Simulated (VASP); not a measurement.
Set up this calculation in VASP 6.6.1, as the native input.

```
Task                   : single point
Functional             : r2SCAN
Potentials or basis    : VASP PAW PBE potentials, release 64 (Sb)
Cutoff                 : 520 eV
k mesh                 : 8 × 8 × 8
Occupations            : fermi-dirac, width 0.05 eV
Spin                   : no spin polarisation
Dipole correction      : no
Further INCAR settings : ALGO = Normal; EDIFF = 1e-06; NBANDS = 8
```

Crystal: Sb.

```
Sb
1.0
    -1.87134    1.87134    1.87134
     1.87134   -1.87134    1.87134
     1.87134    1.87134   -1.87134
Sb
1
Direct
  0.00000 0.00000 0.00000
```

The input as run:

POSCAR

```
Sb
1.0
   -1.8713408863      1.8713408863      1.8713408863
    1.8713408863     -1.8713408863      1.8713408863
    1.8713408863      1.8713408863     -1.8713408863
Sb
1
Direct
    0.0000000000      0.0000000000      0.0000000000
```

INCAR.step1

```
ALGO     = Normal         # electronic algorithm
EDIFF    = 1E-4           # SCF threshold, eV
ENCUT    = 520            # plane-wave cutoff, eV
GGA      = PE             # functional
ISMEAR   = -1             # smearing method
LASPH    = T              # aspherical terms in the spheres
LCHARG   = F              # write CHGCAR
LREAL    = F              # projectors in reciprocal space
LWAVE    = T              # write WAVECAR
NBANDS   = 8              # bands
NELM     = 60             # most SCF steps
PREC     = Accurate       # precision mode
SIGMA    = 0.05           # smearing width, eV
```

INCAR.step2

```
ALGO     = Normal         # electronic algorithm
EDIFF    = 1E-6           # SCF threshold, eV
ENCUT    = 520            # plane-wave cutoff, eV
ISIF     = 2              # what is computed and relaxed
ISMEAR   = -1             # smearing method
ISTART   = 1            
LASPH    = T              # aspherical terms in the spheres
LCHARG   = T              # write CHGCAR
LELF     = T              # ELF
LMIXTAU  = T            
LREAL    = F              # projectors in reciprocal space
LVHAR    = T            
LWAVE    = F              # write WAVECAR
METAGGA  = R2SCAN         # meta-GGA
NBANDS   = 8              # bands
NELM     = 60             # most SCF steps
PREC     = Accurate       # precision mode
SIGMA    = 0.05           # smearing width, eV
```

KPOINTS

```
k-points
0
Gamma
  8 8 8
```

Potentials or basis: VASP PAW PBE potentials, release 64 (Sb).

Run with:

```bash
$ cat potpaw_PBE.64/Sb/POTCAR > POTCAR
$ cp INCAR.step1 INCAR
$ mpirun -np 1 vasp_std > vasp.out
$ cp INCAR.step2 INCAR
$ mpirun -np 1 vasp_std > vasp.out
```

Results of the run:

```yaml
Pressure: 1.3 GPa
```

Caveat: the PAW data sets were made with another functional, which shifts forces and pressure a little.

It took 15 s on 1 thread of Intel Xeon 6975P-C, on a shared host, peak memory 0.14 GiB.
